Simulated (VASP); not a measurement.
# As2Pb in VASP: further runs, part 2 of 2

VASP 6.6.1.

### 4 Single point, PBE

This run uses another cell than the first one, of 28.15 Å³/atom, 1.008 times its volume.

INCAR reads:

```
PREC = Accurate
ENCUT = 520
EDIFF = 1E-6
ISMEAR = 0
SIGMA = 0.2
LREAL = False
LASPH = True
NELM = 80
ALGO = Normal
ISIF = 2
LWAVE = False
LCHARG = False
GGA = PE
NBANDS = 33
```

KPOINTS reads:

```
Automatic mesh
0
Gamma
  6 6 2
```

POSCAR reads:

```
As2Pb
1.0
    3.9107288023     -0.0003474724      0.0001386684
   -0.0003769745      3.9111326787     -0.0037912786
    0.0003400943     -0.0106416178     11.0440362126
As Pb
4 2
Direct
    0.4995304687      0.4977191496      0.3533408924
    0.5006701550      0.5016337321      0.8533296196
    0.5002522407      0.5024048194      0.1466756935
    0.4997180836      0.4980996345      0.6466581220
   -0.0009318574      0.9959182242      0.5000049056
    0.0007609095      1.0042244403     -0.0000092330
```

Potentials or basis: VASP PAW PBE potentials, release 64 (As, Pb_d).

On the command line:

```console
cat potpaw_PBE.64/As/POTCAR potpaw_PBE.64/Pb_d/POTCAR > POTCAR
mpirun -np 1 vasp_std > vasp.out
```

OUTCAR:

```text
PREC = Accurate
   ENCUT = 520
   EDIFF = 1E-6
   ISMEAR = 0
   LREAL = False
   LASPH = True
   NELM = 80
   ISIF = 2
   GGA = PE

 ion  position               nearest neighbor table
   1  0.500  0.498  0.353-   3 2.28   5 3.20   5 3.20   5 3.21   5 3.21
   2  0.501  0.502  0.853-   4 2.28   6 3.20   6 3.20   6 3.21   6 3.21
   3  0.500  0.502  0.147-   1 2.28   6 3.20   6 3.20   6 3.21   6 3.21
   4  0.500  0.498  0.647-   2 2.28   5 3.20   5 3.20   5 3.21   5 3.21
   5  0.999  0.996  0.500-   1 3.20   4 3.20   1 3.20   4 3.20   4 3.21   4 3.21   1 3.21   1 3.21

   6  0.001  0.004  1.000-   3 3.20   2 3.20   3 3.20   2 3.20   2 3.21   2 3.21   3 3.21   3 3.21

  LATTYP: Found a triclinic cell.
 ALAT       =     3.9111345344
 B/A-ratio  =     2.8237436599
 C/A-ratio  =     0.9998962669
 COS(alpha) =     0.0000663384
 COS(beta)  =     0.0001852703
 COS(gamma) =     0.0019329192

  Lattice vectors:

 A1 = (  -0.0003769745,   3.9111326787,  -0.0037912786)
 A2 = (  -0.0003400943,   0.0106416178, -11.0440362126)
 A3 = (  -3.9107288023,   0.0003474724,  -0.0001386684)

[... 186 lines left out ...]
 cond. band min:       4.3472325837   @ k =  -0.1667   0.1667   0.5000
 fundamental gap:      0.1290526998
 Fermi energy:         4.2770944260

 k-point     1 :       0.0000    0.0000    0.0000
  band No.  band energies     occupation
      1     -12.6180      2.00000
      2     -12.6178      2.00000
      3     -12.5837      2.00000
      4     -12.5822      2.00000
      5     -12.5397      2.00000
      6     -12.5397      2.00000
[... 853 lines left out ...]
     32       8.9296      0.00000
     33       9.2801      0.00000

 [... further k-points ...]

------------------------ aborting loop because EDIFF is reached ----------------------------------------

  FORCE on cell =-STRESS in cart. coord.  units (eV):
  Direction    XX          YY          ZZ          XY          YZ          ZX
  --------------------------------------------------------------------------------------
  -------------------------------------------------------------------------------------
  Total        0.0135980      0.0102414      0.3346727      0.0028331      0.0102179      0.0010626
  in kB        0.1289731      0.0971362      3.1742656      0.0268712      0.0969132      0.0100784
  external PRESSURE =       1.1334583 kB  Pullay stress =       0.0000000 kB

 VOLUME and BASIS-vectors are now :
 -----------------------------------------------------------------------------
  energy-cutoff  :      520.00
  volume of cell :      168.92
      direct lattice vectors                 reciprocal lattice vectors
     3.910728802 -0.000347472  0.000138668     0.255706816  0.000024639 -0.000007851
    -0.000376974  3.911132679 -0.003791279     0.000022709  0.255680649  0.000246364
     0.000340094 -0.010641618 11.044036213    -0.000003203  0.000087772  0.090546691

 POSITION                                       TOTAL-FORCE (eV/Angst)
 -----------------------------------------------------------------------------------
      1.95346      1.94271      3.90049        -0.000264      0.000527      0.066396
      1.95809      1.95270      9.42237        -0.001635      0.000451      0.067432
      1.95621      1.96324      1.61806         0.000798     -0.000741     -0.067098
      1.95429      1.94108      7.13990        -0.000260      0.000903     -0.066851
      3.90688      3.88950      5.51844         0.001139      0.001843      0.000069
      0.00331      0.00588     11.04392         0.000223     -0.002983      0.000053
 -----------------------------------------------------------------------------------
    total drift:                               -0.000021      0.000001      0.000004

  FREE ENERGIE OF THE ION-ELECTRON SYSTEM (eV)
  ---------------------------------------------------
  free  energy   TOTEN  =       -24.6335957706 eV

  energy  without entropy=      -24.5885690937  energy(sigma->0) =      -24.61108243
```

stdout:

```text
POSCAR found type information on POSCAR AsPb
 POSCAR found :  2 types and       6 ions
 scaLAPACK will be used
 LDA part: xc-table for (Slater+PW92), standard interpolation
 POSCAR, INCAR and KPOINTS ok, starting setup
 FFT: planning ... GRIDC
 FFT: planning ... GRID_SOFT
 FFT: planning ... GRID
 WAVECAR not read
 entering main loop
```

Run time: 4 min. Hardware: 1 thread of AMD EPYC 7R13, shared host; peak memory 0.34 GiB.

Results:

```
Free energy            : -24.6336 eV
Pressure               : 0.1 GPa
Largest force          : 0.067 eV/Å
Band gap on the k mesh : zero (band 24 reaches 5.17 eV, above the bottom of band 25 at 2.86 eV)
```

Forces on the atoms (eV/Å):
```
As   0.000  0.001  0.066
As  -0.002  0.000  0.067
As   0.001 -0.001 -0.067
As   0.000  0.001 -0.067
Pb   0.001  0.002  0.000
Pb   0.000 -0.003  0.000
```

Stress tensor (GPa, compression positive):
```
0.01 0.00 0.00
0.00 0.01 0.01
0.00 0.01 0.32
```

Levels at points of the mesh, in eV from the Fermi level:
```tsv
k point	band 20	band 21	band 22	band 23	band 24	band 25	band 26	band 27	band 28	band 29
(0.00, 0.00, 0.00)	-1.66	-0.52	-0.52	-0.41	-0.41	1.78	1.96	1.97	2.35	2.42
(0.50, 0.00, 0.00)	-1.60	-1.10	-0.60	-0.23	0.31	1.35	1.41	2.19	2.42	3.07
(0.00, 0.50, 0.00)	-1.60	-1.10	-0.59	-0.23	0.31	1.35	1.41	2.19	2.43	3.07
(0.50, 0.50, 0.00)	-3.37	-3.37	-2.60	-2.60	-0.86	-0.06	-0.06	0.45	1.45	1.74
(0.00, 0.00, 0.50)	-1.36	-1.36	-1.36	0.89	0.89	0.89	0.89	1.64	1.64	4.40
(0.50, 0.00, 0.50)	-3.33	-0.44	-0.44	0.14	0.14	1.78	1.78	2.10	2.10	3.15
(0.00, 0.50, 0.50)	-3.33	-0.44	-0.44	0.14	0.14	1.78	1.78	2.10	2.10	3.16
(0.50, 0.50, 0.50)	-4.00	-2.42	-2.42	-1.42	-1.42	-1.42	-1.42	0.87	0.87	3.49
```

Caveat: spin-orbit coupling is left out, which moves the levels of the heavy elements.

### 5 Relaxation of cell and atoms, PBE

This run uses another cell than the first one: it holds 3 atoms, not 6.

INCAR reads:

```
PREC = Accurate ; ENCUT = 600
EDIFF = 1E-7 ; ISMEAR = 0
SIGMA = 0.1 ; LREAL = F
LASPH = T ; NELM = 60
ALGO = Normal ; ISIF = 3
LWAVE = F ; LCHARG = F
GGA = PE ; IBRION = 2
NSW = 100 ; EDIFFG = -0.01
```

KPOINTS reads:

```
regular mesh
0
Gamma
  12 12 8
```

POSCAR reads:

```
As2Pb
1.0
    3.9047507186      0.0000000000      0.0000000000
    0.0000000000      3.9047507186      0.0000000000
    0.0000000000      0.0000000000      5.5129842660
As Pb
2 1
Direct
    0.5000000000      0.5000000000      0.7070253380
    0.5000000000      0.5000000000      0.2929746620
    0.0000000000      0.0000000000      0.0000000000
```

On the command line:

```console
cat potpaw_PBE.64/As/POTCAR potpaw_PBE.64/Pb_d/POTCAR > POTCAR
mpirun -np 1 vasp_std > vasp.out
```

It took 14 min on 1 thread of AMD EPYC 7R13, shared host; peak memory 0.38 GiB.

It converged, with:

```yaml
Free_energy: -12.3255 eV
Relaxed_volume: 27.94 Å³/atom
Relaxed_cell: a = 3.901 Å, b = 3.901 Å, c = 5.508 Å, α = 90.00°, β = 90.00°, γ = 90.00°
Space_group_after_relaxing_to_0.05_Å: P4/mmm (No. 123)
Energy_gained_by_relaxing: 0.4 meV/atom
Ionic_steps: 6
Pressure_after_relaxing: 0.0 GPa
Band_gap_on_the_k_mesh: zero (band 12 reaches 6.29 eV, above the bottom of band 13 at 2.91 eV)
```

The path:
```csv
step,energy change (eV),largest force (eV/Å),pressure (GPa),volume (Å³)
1,0.0000,0.1707,0.10,84.06
2,-0.0001,0.0923,-0.34,84.27
3,-0.0010,0.0309,-0.13,84.17
4,-0.0013,0.0179,-0.02,83.93
5,-0.0013,0.0092,0.05,83.78
6,-0.0013,0.0004,0.02,83.83
```

Final structure:
```
As Pb
1.0
     3.90144    0.00000    0.00000
     0.00000    3.90144    0.00000
     0.00000    0.00000    5.50776
As Pb
2 1
Direct
  0.50000 0.50000 0.70858
  0.50000 0.50000 0.29142
  0.00000 0.00000 0.00000
```

Levels at points of the mesh, in eV from the Fermi level:
```tsv
k point	band 8	band 9	band 10	band 11	band 12	band 13	band 14	band 15	band 16
(0.00, 0.00, 0.00)	-8.19	-2.25	-1.65	-1.65	1.98	1.98	2.48	4.44	4.44
(0.50, 0.00, 0.00)	-7.88	-4.88	-2.04	-1.52	-0.55	2.20	2.45	3.10	5.69
(0.50, 0.50, 0.00)	-7.28	-4.32	-4.32	-3.64	-0.06	-0.06	1.48	1.81	1.81
(0.00, 0.00, 0.50)	-5.42	-2.05	-0.46	-0.46	-0.44	-0.44	1.83	2.27	5.52
(0.50, 0.00, 0.50)	-8.48	-3.93	-1.03	-0.16	0.33	1.34	1.45	3.28	3.90
(0.50, 0.50, 0.50)	-7.22	-3.41	-3.41	-2.56	-2.56	-0.79	0.48	2.72	5.26
```

Caveat: spin-orbit coupling is left out, which moves the levels of the heavy elements.

### 6 The runs side by side

```csv
task,cell,k mesh,cutoff (eV),smearing,gap on the mesh (eV),pressure (GPa),largest force (eV/Å)
single point,"a = 3.903, b = 3.903, c = 11.006 Å, 6 atoms",6 × 6 × 2,520,gaussian 0.2 eV,none,0.3,0.07
single point,"a = 3.903, b = 3.903, c = 5.503 Å, 3 atoms",12 × 12 × 8,520,gaussian 0.1 eV,none,0.1,0.06
single point,"a = 3.911, b = 3.911, c = 11.044 Å, angles 90.1, 90.0, 90.0°, 6 atoms",6 × 6 × 2,520,gaussian 0.2 eV,none,0.1,0.07
relaxation of cell and atoms,"relaxed from a = 3.905, b = 3.905, c = 5.513 Å, 3 atoms",12 × 12 × 8,600,gaussian 0.1 eV,none,0.0,-
```

Alike in all rows: level PBE; potentials or basis VASP PAW PBE potentials, release 64 (As, Pb_d); no spin polarisation.

Caveats: spin-orbit coupling is left out, which moves the levels of the heavy elements.

Absolute energies hang on the potentials; compare differences alone.
